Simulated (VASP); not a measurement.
# C (R-3m) in VASP: notebook

The runs below take C through single point, with PBE+D3(BJ).

All numbers are computed with VASP 6.6.1; they aren't measurements. Logs are shortened: lines on timing, memory, paths and dates and some standing lists are left out, and cuts for length are marked.

### Step 1. The cell of the first run

It takes space group R-3m (No. 166, trigonal). Conventional cell: a = 2.403 Å, b = 2.403 Å, c = 9.831 Å, α = 90.00°, β = 90.00°, γ = 120.00°. C (site symmetry 3m) has 3 C at 1.39 Å within 1.9 Å.

### Step 2. Single point, PBE+D3(BJ) (atoms displaced along a vibrational mode, the cell strained)

INCAR

```
SYSTEM = C
  ALGO = Normal
  EDIFF = 1E-7
  ENCUT = 520
  GGA = PE
  ISIF = 2
  ISMEAR = 0
  IVDW = 12
  LASPH = .True.
  LCHARG = .False.
  LREAL = .False.
  LWAVE = .False.
  NBANDS = 11
  NELM = 100
  PREC = Accurate
  SIGMA = 0.05
```

KPOINTS

```
k-points
0
Gamma
  15 15 15
  0 0 0
```

POSCAR

```
C
1.0
    1.2016689031      0.6937838646      3.2769132065
   -1.2016689031      0.6937838646      3.2769132065
    0.0000000000     -1.3875677293      3.2769132064
C
2
Direct
    0.1647112226      0.1647112226      0.1647112226
    0.8352887774      0.8352887774      0.8352887774
```

Potentials or basis: VASP PAW PBE potentials, release 64 (C).

The run is started by

```console
> cat potpaw_PBE.64/C/POTCAR > POTCAR
> mpirun -np 1 vasp_std > vasp.out
```

OUTCAR:

```text
SYSTEM = C
   EDIFF = 1E-7
   ENCUT = 520
   GGA = PE
   ISIF = 2
   ISMEAR = 0
   IVDW = 12
   LASPH = .True.
   LREAL = .False.
   NELM = 100
   PREC = Accurate
 IVDW          = 12

 ion  position               nearest neighbor table
   1  0.165  0.165  0.165-   2 1.39   2 1.39   2 1.39
   2  0.835  0.835  0.835-   1 1.39   1 1.39   1 1.39

  LATTYP: Found a trigonal (rhomboedric) cell.
 ALAT       =     3.5585817914
 COS(alpha) =     0.7719417768

  Lattice vectors:

 A1 = (   1.2016689031,   0.6937838646,   3.2769132065)
 A2 = (  -1.2016689031,   0.6937838646,   3.2769132065)
 A3 = (   0.0000000000,  -1.3875677293,   3.2769132064)

Analysis of symmetry for initial positions (statically):
=====================================================================
 Subroutine PRICEL returns:
 Original cell was already a primitive cell.

 Routine SETGRP: Setting up the symmetry group for a
 trigonal (rhombohedral) supercell.

 Subroutine GETGRP returns: Found 12 space group operations
 (whereof 12 operations were pure point group operations)
 out of a pool of 12 trial point group operations.

The static configuration has the point symmetry D_3d.

Analysis of symmetry for dynamics (positions and initial velocities):
=====================================================================
 Subroutine PRICEL returns:
 Original cell was already a primitive cell.

 Routine SETGRP: Setting up the symmetry group for a
 trigonal (rhombohedral) supercell.

 Subroutine GETGRP returns: Found 12 space group operations
 (whereof 12 operations were pure point group operations)
 out of a pool of 12 trial point group operations.

The dynamic configuration has the point symmetry D_3d.

 Subroutine INISYM returns: Found 12 space group operations
 (whereof 12 operations are pure point group operations),
 and found     1 'primitive' translations

----------------------------------------------------------------------------------------

                                     Primitive cell

  volume of cell :      16.3917

  direct lattice vectors                    reciprocal lattice vectors
     1.201668903  0.693783865  3.276913207     0.416087991  0.240228514  0.101721746
    -1.201668903  0.693783865  3.276913207    -0.416087991  0.240228514  0.101721746
     0.000000000 -1.387567729  3.276913206     0.000000000 -0.480457028  0.101721746

  length of vectors
     3.558581791  3.558581791  3.558581791     0.491107187  0.491107187  0.491107187
[... 88 lines left out ...]
   ISYM   =      2    0-nonsym 1-usesym 2-fastsym
   POTIM  = 0.5000    time-step for ionic-motion
   TEBEG  =    0.0;   TEEND  =   0.0 temperature during run
   PSTRESS=    0.0 pullay stress
   NELECT =       8.0000    total number of electrons
   NUPDOWN=      -1.0000    fix difference up-down
   EMIN   =  10.00;   EMAX   =-10.00  energy-range for DOS
   EFERMI =   0.00;   METHOD = LEGACY
   ISMEAR =     0;   SIGMA  =   0.05  broadening in eV -4-tet -1-fermi 0-gaus
   EFERMI_NEDOS =   21; number of points for ismear=-14 and -15
   IALGO  =     38    algorithm
   IMIX   =      4    mixing-type and parameters
     AMIX     =   0.40;   BMIX     =  1.00
     AMIX_MAG =   1.60;   BMIX_MAG =  1.00
  volume/ion in A,a.u.               =       8.20        55.31
  Fermi-wavevector in a.u.,A,eV,Ry     =   1.288931  2.435727 22.603955  1.661344
  Thomas-Fermi vector in A             =   2.420855
   LORBIT       =      0    0 simple, 1 ext, 2 COOP (PROOUT), +10 PAW based schemes
   GGA     = PE    functional components
   LHFCALC =     F    Hartree Fock is set to
   AEXX    =    0.0000 exact exchange contribution
   IVDW    =    12    specifies the selected vdW correction
   LEPSILON=     F    determine dielectric tensor
   LRPA    =     F    only Hartree local field effects (RPA)
 non-spin polarized calculation
 Gauss-broadening in eV      SIGMA  =   0.05
  energy-cutoff  :      520.00
  volume of cell :       16.39
 maximum number of plane-waves:       462
   NGX = 13   NGY = 13   NGZ = 13

 number of electron       8.0000000 magnetization

 Free energy of the ion-electron system (eV)
  ---------------------------------------------------
  ext. energy  EPLUGINS =         0.00000000
  ---------------------------------------------------
  free energy    TOTEN  =       -18.30346189 eV

  energy without entropy =      -18.30346189  energy(sigma->0) =      -18.30346189

 E-fermi :   5.2565     XC(G=0): -10.6438

 val. band max:        4.9626597761   @ k =  -0.3333   0.3333   0.0000
 cond. band min:       5.7573931187   @ k =  -0.3333   0.3333   0.0000
 fundamental gap:      0.7947333426
 Fermi energy:         5.2565270655

 k-point     1 :       0.0000    0.0000    0.0000
  band No.  band energies     occupation
      1     -14.9298      2.00000
      2      -1.5990      2.00000
      3       2.4169      2.00000
      4       2.4169      2.00000
      5       9.5034      0.00000
      6      14.2427      0.00000
      7      14.2427      0.00000
      8      17.6751      0.00000
      9      19.8002      0.00000
     10      29.1123      0.00000
     11      32.3312      0.00000
[... 309 lines left out ...]
 k-point    24 :       0.2000    0.1333    0.0000
  band No.  band energies     occupation
      1     -14.1186      2.00000
      2      -1.0139      2.00000
      3      -0.0356      2.00000
      4       0.9042      2.00000
      5      11.0378      0.00000
      6      14.6194      0.00000
      7      15.1666      0.00000
      8      16.8271      0.00000
      9      21.2209      0.00000
     10      26.9397      0.00000
     11      31.1308      0.00000

 [... further k-points ...]

------------------------ aborting loop because EDIFF is reached ----------------------------------------

 Edisp (eV)   -0.31711

 E8    (eV) :    -0.0901

  FORCE on cell =-STRESS in cart. coord.  units (eV):
  Direction    XX          YY          ZZ          XY          YZ          ZX
  --------------------------------------------------------------------------------------
  -------------------------------------------------------------------------------------
  Total       4.01420     4.01420     0.05924     0.00000     0.00000     0.00000
  in kB     392.35936   392.35936     5.79074     0.00000     0.00000     0.00000
  external pressure =      263.50 kB  Pullay stress =        0.00 kB

 VOLUME and BASIS-vectors are now :
 -----------------------------------------------------------------------------
  energy-cutoff  :      520.00
  volume of cell :       16.39
      direct lattice vectors                 reciprocal lattice vectors
     1.201668903  0.693783865  3.276913207     0.416087991  0.240228514  0.101721746
    -1.201668903  0.693783865  3.276913207    -0.416087991  0.240228514  0.101721746
     0.000000000 -1.387567729  3.276913206     0.000000000 -0.480457028  0.101721746

 POSITION                                       TOTAL-FORCE (eV/Angst)
 -----------------------------------------------------------------------------------
      0.00000     -0.00000      1.61923         0.000000     -0.000000      0.597306
      0.00000     -0.00000      8.21151         0.000000      0.000000     -0.597306
 -----------------------------------------------------------------------------------
    total drift:                               -0.000000      0.000000      0.000000

  FREE ENERGIE OF THE ION-ELECTRON SYSTEM (eV)
  ---------------------------------------------------
  free  energy   TOTEN  =       -18.6205709849 eV

  energy  without entropy=      -18.6205709849  energy(sigma->0) =      -18.62057098
```

stdout:

```text
POSCAR found type information on POSCAR C
 POSCAR found :  1 types and       2 ions
 scaLAPACK will be used
 LDA part: xc-table for (Slater+PW92), standard interpolation
 POSCAR, INCAR and KPOINTS ok, starting setup
 FFT: planning ... GRIDC
 FFT: planning ... GRID_SOFT
 FFT: planning ... GRID
 WAVECAR not read
 entering main loop
```

Run time: 2.6 min. Hardware: 1 thread of Intel Xeon 8259CL, shared host; peak memory 0.2 GiB.

What came out:

```
Free energy                : -18.6206 eV
Pressure                   : 26.4 GPa
Largest force              : 0.597 eV/Å
Dispersion energy per atom : -0.159 eV
```

Forces on the atoms (eV/Å):
```
C    0.000  0.000  0.597
C    0.000  0.000 -0.597
```

Stress tensor (GPa, compression positive):
```
39.24  0.00  0.00
 0.00 39.24  0.00
 0.00  0.00  0.58
```

Caveat: the cell differs from its parent crystal (atoms displaced along a vibrational mode, the cell strained); the stress differs along the axes, from 1 to 39 GPa.

### Step 3. Single point, PBE+D3(BJ) (atoms displaced along a vibrational mode, the cell strained)

INCAR

```
SYSTEM = C
ALGO = Normal
EDIFF = 1E-6
ENCUT = 520
GGA = PE
ISIF = 2
ISMEAR = 0
IVDW = 12
LASPH = .True.
LCHARG = .False.
LREAL = .False.
LWAVE = .False.
NBANDS = 11
NELM = 60
PREC = Accurate
SIGMA = 0.05
```

KPOINTS is that of step 2.

POSCAR

```
C
1.0
    1.2016689031      0.6937838646      3.2769132065
   -1.2016689031      0.6937838646      3.2769132065
    0.0000000000     -1.3875677293      3.2769132064
C
2
Direct
    0.1741331993      0.1741331993      0.1741331993
    0.8258668007      0.8258668007      0.8258668007
```

Potentials or basis: VASP PAW PBE potentials, release 64 (C).

The run is started by

```console
> cat potpaw_PBE.64/C/POTCAR > POTCAR
> mpirun -np 1 vasp_std > vasp.out
```

OUTCAR:

```text
SYSTEM = C
   EDIFF = 1E-6
   ENCUT = 520
   GGA = PE
   ISIF = 2
   ISMEAR = 0
   IVDW = 12
   LASPH = .True.
   LREAL = .False.
   NELM = 60
   PREC = Accurate
 IVDW          = 12

 ion  position               nearest neighbor table
   1  0.174  0.174  0.174-   2 1.40   2 1.40   2 1.40
   2  0.826  0.826  0.826-   1 1.40   1 1.40   1 1.40

  LATTYP: Found a trigonal (rhomboedric) cell.
 ALAT       =     3.5585817914
 COS(alpha) =     0.7719417768

  Lattice vectors:

[... 523 lines left out ...]
------------------------ aborting loop because EDIFF is reached ----------------------------------------

 Edisp (eV)   -0.31737

 E8    (eV) :    -0.0902

  FORCE on cell =-STRESS in cart. coord.  units (eV):
  Direction    XX          YY          ZZ          XY          YZ          ZX
  --------------------------------------------------------------------------------------
  -------------------------------------------------------------------------------------
  Total       3.90448     3.90448    -0.24988     0.00000     0.00000    -0.00000
  in kB     381.63557   381.63557   -24.42358     0.00000     0.00000    -0.00000
  external pressure =      246.28 kB  Pullay stress =        0.00 kB

 VOLUME and BASIS-vectors are now :
 -----------------------------------------------------------------------------
  energy-cutoff  :      520.00
  volume of cell :       16.39
      direct lattice vectors                 reciprocal lattice vectors
     1.201668903  0.693783865  3.276913207     0.416087991  0.240228514  0.101721746
    -1.201668903  0.693783865  3.276913207    -0.416087991  0.240228514  0.101721746
     0.000000000 -1.387567729  3.276913206     0.000000000 -0.480457028  0.101721746

 POSITION                                       TOTAL-FORCE (eV/Angst)
 -----------------------------------------------------------------------------------
      0.00000     -0.00000      1.71186         0.000000      0.000000     -2.419724
      0.00000     -0.00000      8.11888         0.000000     -0.000000      2.419724
 -----------------------------------------------------------------------------------
    total drift:                               -0.000000      0.000000     -0.000000

  FREE ENERGIE OF THE ION-ELECTRON SYSTEM (eV)
  ---------------------------------------------------
  free  energy   TOTEN  =       -18.4530262389 eV

  energy  without entropy=      -18.4530262389  energy(sigma->0) =      -18.45302624
```

Run time: 2.1 min. Hardware: 1 thread of Intel Xeon 8259CL, shared host; peak memory 0.19 GiB.

Results:

```
Free energy                : -18.4530 eV
Pressure                   : 24.6 GPa
Largest force              : 2.420 eV/Å
Dispersion energy per atom : -0.159 eV
```

Forces on the atoms (eV/Å):
```
C    0.000  0.000 -2.420
C    0.000  0.000  2.420
```

Stress tensor (GPa, compression positive):
```
38.16  0.00  0.00
 0.00 38.16  0.00
 0.00  0.00 -2.44
```

Caveat: the cell differs from its parent crystal (atoms displaced along a vibrational mode, the cell strained); the stress differs along the axes, from -2 to 38 GPa; forces of over 1 eV/Å act on the atoms, so gaps and moduli don't describe the material at rest.
